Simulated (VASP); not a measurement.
# K (P6_3/mmc) in VASP: single point with PBE

Aim: the single point of K with PBE.

Program: VASP 6.6.1. These are calculated values, not measurements. Logs are shortened: lines on timing, memory, paths and dates and some standing lists are left out, and cuts for length are marked.

## Step 1: The cell of the first run

Symmetry: P6_3/mmc, No. 194, hexagonal system. The conventional cell has a = 4.762 Å, b = 4.762 Å, c = 7.830 Å, α = 90.00°, β = 90.00°, γ = 120.00°.

This isn't the form of K at room conditions, which is bcc.

## Step 2: Single point, PBE

The input, INCAR:

```
PREC = Accurate
ENCUT = 520
EDIFF = 1E-6
ISMEAR = 0
SIGMA = 0.05
LREAL = F
LASPH = T
NELM = 80
ALGO = Normal
ISIF = 2
LWAVE = F
LCHARG = T
GGA = PE
LELF = T
LVHAR = T
NBANDS = 16
```

The input, KPOINTS:

```
regular mesh
0
Gamma
  12 12 6
```

The input, POSCAR:

```
K
1.0
    4.7623960200      0.0000000000      0.0000000000
   -2.3811980100      4.1243559400      0.0000000000
    0.0000000000      0.0000000000      7.8299713200
K
2
Direct
    0.3333333300      0.6666666700      0.2500000000
    0.6666666700      0.3333333300      0.7500000000
```

Potentials or basis: VASP PAW PBE potentials, release 64 (K_sv).

On the command line:

```
cat potpaw_PBE.64/K_sv/POTCAR > POTCAR
mpirun -np 1 vasp_std > vasp.out
```

OUTCAR:

```text
PREC = Accurate
   ENCUT = 520
   EDIFF = 1E-6
   ISMEAR = 0
   LREAL = F
   LASPH = T
   NELM = 80
   ISIF = 2
   GGA = PE

 ion  position               nearest neighbor table
   1  0.333  0.667  0.250-
   2  0.667  0.333  0.750-

  LATTYP: Found a hexagonal cell.
 ALAT       =     4.7623960200
 C/A-ratio  =     1.6441243624

  Lattice vectors:

 A1 = (   4.7623960200,   0.0000000000,   0.0000000000)
 A2 = (  -2.3811980100,   4.1243559400,   0.0000000000)
 A3 = (   0.0000000000,   0.0000000000,   7.8299713200)

Analysis of symmetry for initial positions (statically):
=====================================================================
 Subroutine PRICEL returns:
 Original cell was already a primitive cell.

 Routine SETGRP: Setting up the symmetry group for a
 hexagonal supercell.

 Subroutine GETGRP returns: Found 24 space group operations
 (whereof 12 operations were pure point group operations)
 out of a pool of 24 trial point group operations.

The static configuration has the point symmetry D_3d.
 The point group associated with its full space group is D_6h.

Analysis of symmetry for dynamics (positions and initial velocities):
=====================================================================
 Subroutine PRICEL returns:
 Original cell was already a primitive cell.

 Routine SETGRP: Setting up the symmetry group for a
 hexagonal supercell.

 Subroutine GETGRP returns: Found 24 space group operations
 (whereof 12 operations were pure point group operations)
 out of a pool of 24 trial point group operations.

The dynamic configuration has the point symmetry D_3d.
 The point group associated with its full space group is D_6h.

 Subroutine INISYM returns: Found 24 space group operations
 (whereof 12 operations are pure point group operations),
 and found     1 'primitive' translations

----------------------------------------------------------------------------------------

                                     Primitive cell

  volume of cell :     153.7949

  direct lattice vectors                    reciprocal lattice vectors
     4.762396020  0.000000000  0.000000000     0.209978338  0.121231050  0.000000000
    -2.381198010  4.124355940  0.000000000     0.000000000  0.242462099  0.000000000
     0.000000000  0.000000000  7.829971320     0.000000000  0.000000000  0.127714389

  length of vectors
     4.762396020  4.762396023  7.829971320     0.242462100  0.242462099  0.127714389

  position of ions in fractional coordinates (direct lattice)
     0.333333330  0.666666670  0.250000000
     0.666666670  0.333333330  0.750000000

  ion indices of the primitive-cell ions
   primitive index   ion index
                 1           1
                 2           2

----------------------------------------------------------------------------------------

 KPOINTS: regular mesh

Automatic generation of k-mesh.
 Grid dimensions read from file:
 generate k-points for:   12   12    6

 Generating k-lattice:

  Cartesian coordinates                     Fractional coordinates (reciprocal lattice)
     0.017498195  0.010102587  0.000000000     0.083333333  0.000000000  0.000000000
     0.000000000  0.020205175  0.000000000     0.000000000  0.083333333  0.000000000
     0.000000000  0.000000000  0.021285731     0.000000000  0.000000000  0.166666667

  Length of vectors
     0.020205175  0.020205175  0.021285731

  Shift w.r.t. Gamma in fractional coordinates (k-lattice)
     0.000000000  0.000000000  0.000000000

 Subroutine IBZKPT returns following result:
 ===========================================

 Found     76 irreducible k-points:

 Following reciprocal coordinates:
            Coordinates               Weight
  0.000000  0.000000  0.000000      1.000000
  0.083333 -0.000000  0.000000      6.000000
  0.166667 -0.000000  0.000000      6.000000
  0.250000 -0.000000  0.000000      6.000000
  0.333333 -0.000000  0.000000      6.000000
  0.416667 -0.000000  0.000000      6.000000
[... 16 lines left out ...]
  0.250000 -0.000000  0.166667     12.000000
  0.333333 -0.000000  0.166667     12.000000
 [... further k-points ...]
   k-points           NKPTS =     76   k-points in BZ     NKDIM =     76   number of bands    NBANDS=     16
   number of dos      NEDOS =    301   number of ions     NIONS =      2
   total plane-waves  NPLWV =  77760
   dimension x,y,z NGX =    36 NGY =   36 NGZ =   60
   dimension x,y,z NGXF=    72 NGYF=   72 NGZF=  120
   ions per type =               2
   NGX,Y,Z   is equivalent  to a cutoff of  12.57, 12.57, 12.74 a.u.
   NGXF,Y,Z  is equivalent  to a cutoff of  25.13, 25.13, 25.48 a.u.
 SYSTEM =  unknown system
   PREC   = accura    normal or accurate (medium, high low for compatibility)
   ISTART =      0    job   : 0-new  1-cont  2-samecut
   ICHARG =      2    charge: 1-file 2-atom 10-const
   ISPIN  =      1    spin polarized calculation?
   LNONCOLLINEAR =      F non collinear calculations
   LSORBIT =      F    spin-orbit coupling
   LASPH  =      T    aspherical Exc in radial PAW
   ENCUT  =  520.0 eV  38.22 Ry    6.18 a.u.   8.85  8.85 14.56*2*pi/ulx,y,z
   NELM   =     80;   NELMIN=  2; NELMDL= -5     # of ELM steps
   EDIFF  = 0.1E-05   stopping-criterion for ELM
   LREAL  =      F    real-space projection
   EDIFFG = 0.1E-04   stopping-criterion for IOM
   NSW    =      0    number of steps for IOM
   IBRION =     -1    ionic relax: 0-MD 1-quasi-New 2-CG
   NFREE  =      0    steps in history (QN), initial steepest desc. (CG)
   ISIF   =      2    stress and relaxation
   ISYM   =      2    0-nonsym 1-usesym 2-fastsym
   POTIM  = 0.5000    time-step for ionic-motion
   TEBEG  =    0.0;   TEEND  =   0.0 temperature during run
   PSTRESS=    0.0 pullay stress
   NELECT =      18.0000    total number of electrons
   NUPDOWN=      -1.0000    fix difference up-down
   EMIN   =  10.00;   EMAX   =-10.00  energy-range for DOS
   EFERMI =   0.00;   METHOD = LEGACY
   ISMEAR =     0;   SIGMA  =   0.05  broadening in eV -4-tet -1-fermi 0-gaus
   EFERMI_NEDOS =   21; number of points for ismear=-14 and -15
   IALGO  =     38    algorithm
   IMIX   =      4    mixing-type and parameters
     AMIX     =   0.40;   BMIX     =  1.00
     AMIX_MAG =   1.60;   BMIX_MAG =  1.00
  volume/ion in A,a.u.               =      76.90       518.93
  Fermi-wavevector in a.u.,A,eV,Ry     =   0.800790  1.513273  8.724925  0.641264
  Thomas-Fermi vector in A             =   1.908153
   LORBIT       =      0    0 simple, 1 ext, 2 COOP (PROOUT), +10 PAW based schemes
   GGA     = PE    functional components
   LHFCALC =     F    Hartree Fock is set to
   AEXX    =    0.0000 exact exchange contribution
   IVDW    =     0    specifies the selected vdW correction
   LEPSILON=     F    determine dielectric tensor
   LRPA    =     F    only Hartree local field effects (RPA)
 non-spin polarized calculation
 Gauss-broadening in eV      SIGMA  =   0.05
  energy-cutoff  :      520.00
  volume of cell :      153.79
 maximum number of plane-waves:      4170
 NGX is ok and might be reduce to    36
   NGX = 17   NGY = 17   NGZ = 29

 number of electron      18.0000001 magnetization

 Free energy of the ion-electron system (eV)
  ---------------------------------------------------
  ext. energy  EPLUGINS =         0.00000000
  ---------------------------------------------------
  free energy    TOTEN  =        -2.09497148 eV

  energy without entropy =       -2.09265510  energy(sigma->0) =       -2.09381329

 E-fermi :  -0.2463     XC(G=0):  -5.5444

 val. band max:       -0.2494760640   @ k =   0.4167   0.0833   0.1667
 cond. band min:      -0.2259364949   @ k =   0.3333   0.1667   0.3333
 fundamental gap:      0.0235395691
 Fermi energy:        -0.2462662777

 k-point     1 :       0.0000    0.0000    0.0000
  band No.  band energies     occupation
      1     -32.3690      2.00000
      2     -32.3661      2.00000
      3     -15.8774      2.00000
      4     -15.8300      2.00000
      5     -15.8300      2.00000
      6     -15.8223      2.00000
[... 8 lines left out ...]
     15       4.2159      0.00000
     16       4.2159      0.00000

 k-point     2 :       0.0833   -0.0000    0.0000
  band No.  band energies     occupation
      1     -32.3688      2.00000
      2     -32.3660      2.00000
      3     -15.8762      2.00000
      4     -15.8329      2.00000
      5     -15.8309      2.00000
      6     -15.8254      2.00000
[... 8 lines left out ...]
     15       4.0780      0.00000
     16       4.2884      0.00000

 k-point     3 :       0.1667   -0.0000    0.0000
  band No.  band energies     occupation
      1     -32.3683      2.00000
      2     -32.3657      2.00000
      3     -15.8727      2.00000
      4     -15.8409      2.00000
      5     -15.8335      2.00000
      6     -15.8334      2.00000
[... 8 lines left out ...]
     15       4.0075      0.00000
     16       4.2416      0.00000

 k-point     4 :       0.2500   -0.0000    0.0000
  band No.  band energies     occupation
      1     -32.3676      2.00000
      2     -32.3654      2.00000
      3     -15.8674      2.00000
      4     -15.8519      2.00000
      5     -15.8445      2.00000
      6     -15.8367      2.00000
[... 8 lines left out ...]
     15       4.1125      0.00000
     16       4.1239      0.00000

 k-point     5 :       0.3333   -0.0000    0.0000
  band No.  band energies     occupation
      1     -32.3668      2.00000
      2     -32.3652      2.00000
      3     -15.8630      2.00000
      4     -15.8612      2.00000
      5     -15.8553      2.00000
      6     -15.8399      2.00000
[... 8 lines left out ...]
     15       3.9221      0.00000
     16       4.3201      0.00000

 k-point     6 :       0.4167   -0.0000    0.0000
  band No.  band energies     occupation
      1     -32.3662      2.00000
      2     -32.3650      2.00000
      3     -15.8712      2.00000
      4     -15.8631      2.00000
      5     -15.8555      2.00000
      6     -15.8422      2.00000
[... 8 lines left out ...]
     15       3.8011      0.00000
     16       4.5029      0.00000

 k-point     7 :       0.5000   -0.0000    0.0000
  band No.  band energies     occupation
      1     -32.3660      2.00000
      2     -32.3650      2.00000
      3     -15.8742      2.00000
      4     -15.8659      2.00000
      5     -15.8529      2.00000
      6     -15.8431      2.00000
[... 8 lines left out ...]
     15       3.7598      0.00000
     16       4.5841      0.00000

 k-point     8 :       0.0833    0.0833    0.0000
  band No.  band energies     occupation
      1     -32.3684      2.00000
      2     -32.3658      2.00000
      3     -15.8738      2.00000
      4     -15.8379      2.00000
      5     -15.8340      2.00000
      6     -15.8297      2.00000
[... 8 lines left out ...]
     15       4.1569      0.00000
     16       4.1951      0.00000

 k-point     9 :       0.1667    0.0833    0.0000
  band No.  band energies     occupation
      1     -32.3678      2.00000
      2     -32.3655      2.00000
      3     -15.8694      2.00000
      4     -15.8467      2.00000
      5     -15.8419      2.00000
      6     -15.8344      2.00000
[... 8 lines left out ...]
     15       4.0655      0.00000
     16       4.1529      0.00000
[... 172 lines left out ...]
 k-point    19 :       0.3333    0.3333    0.0000
  band No.  band energies     occupation
      1     -32.3652      2.00000
      2     -32.3652      2.00000
      3     -15.8648      2.00000
      4     -15.8570      2.00000
      5     -15.8570      2.00000
      6     -15.8487      2.00000
[... 8 lines left out ...]
     15       2.7420      0.00000
     16       3.7348      0.00000

 k-point    20 :       0.0000    0.0000    0.1667
  band No.  band energies     occupation
      1     -32.3688      2.00000
      2     -32.3663      2.00000
      3     -15.8738      2.00000
      4     -15.8295      2.00000
      5     -15.8295      2.00000
      6     -15.8258      2.00000
[... 8 lines left out ...]
     15       4.1439      0.00000
     16       4.1439      0.00000

 k-point    21 :       0.0833   -0.0000    0.1667
  band No.  band energies     occupation
      1     -32.3686      2.00000
      2     -32.3662      2.00000
      3     -15.8728      2.00000
      4     -15.8323      2.00000
      5     -15.8304      2.00000
      6     -15.8280      2.00000
[... 8 lines left out ...]
     15       3.9331      0.00000
     16       4.1874      0.00000

 k-point    22 :       0.1667   -0.0000    0.1667
  band No.  band energies     occupation
      1     -32.3681      2.00000
      2     -32.3659      2.00000
      3     -15.8699      2.00000
      4     -15.8400      2.00000
      5     -15.8357      2.00000
      6     -15.8328      2.00000
[... 8 lines left out ...]
     15       3.9465      0.00000
     16       4.2310      0.00000

 k-point    23 :       0.2500   -0.0000    0.1667
  band No.  band energies     occupation
      1     -32.3674      2.00000
      2     -32.3656      2.00000
      3     -15.8665      2.00000
      4     -15.8499      2.00000
      5     -15.8462      2.00000
      6     -15.8360      2.00000
[... 8 lines left out ...]
     15       4.0517      0.00000
     16       4.1541      0.00000

 k-point    24 :       0.3333   -0.0000    0.1667
  band No.  band energies     occupation
      1     -32.3667      2.00000
      2     -32.3653      2.00000
      3     -15.8673      2.00000
      4     -15.8582      2.00000
      5     -15.8535      2.00000
      6     -15.8391      2.00000
[... 8 lines left out ...]
     15       3.9383      0.00000
     16       4.2851      0.00000

 [... further k-points ...]
[... 5 lines left out ...]
  --------------------------------------------------------------------------------------
  -------------------------------------------------------------------------------------
  Total       -0.1300365     -0.1300365     -0.1430753     -0.0000000     -0.0000000      0.0000000
  in kB       -1.3546715     -1.3546715     -1.4905055     -0.0000000     -0.0000000      0.0000000
  external PRESSURE =      -1.3999495 kB  Pullay stress =       0.0000000 kB

 VOLUME and BASIS-vectors are now :
 -----------------------------------------------------------------------------
  energy-cutoff  :      520.00
  volume of cell :      153.79
      direct lattice vectors                 reciprocal lattice vectors
     4.762396020  0.000000000  0.000000000     0.209978338  0.121231050  0.000000000
    -2.381198010  4.124355940  0.000000000     0.000000000  0.242462099  0.000000000
     0.000000000  0.000000000  7.829971320     0.000000000  0.000000000  0.127714389

 POSITION                                       TOTAL-FORCE (eV/Angst)
 -----------------------------------------------------------------------------------
     -0.00000      2.74957      1.95749         0.000000      0.000000      0.000000
      2.38120      1.37479      5.87248        -0.000000     -0.000000      0.000000
 -----------------------------------------------------------------------------------
    total drift:                               -0.000006      0.000003     -0.000000

  FREE ENERGIE OF THE ION-ELECTRON SYSTEM (eV)
  ---------------------------------------------------
  free  energy   TOTEN  =        -2.0949714816 eV

  energy  without entropy=       -2.0926551046  energy(sigma->0) =       -2.09381329
```

Wall time 3.4 min (1 thread of Oxide Virtual Turin-like, shared host); peak memory 0.3 GiB.

Results:

* Free energy: -2.0950 eV
* Pressure: -0.1 GPa
* Band gap on the k mesh: zero (bands 9 and 10 overlap by 2.62 eV)

The gap in the log of VASP goes by the Fermi energy; the results here count the filled bands.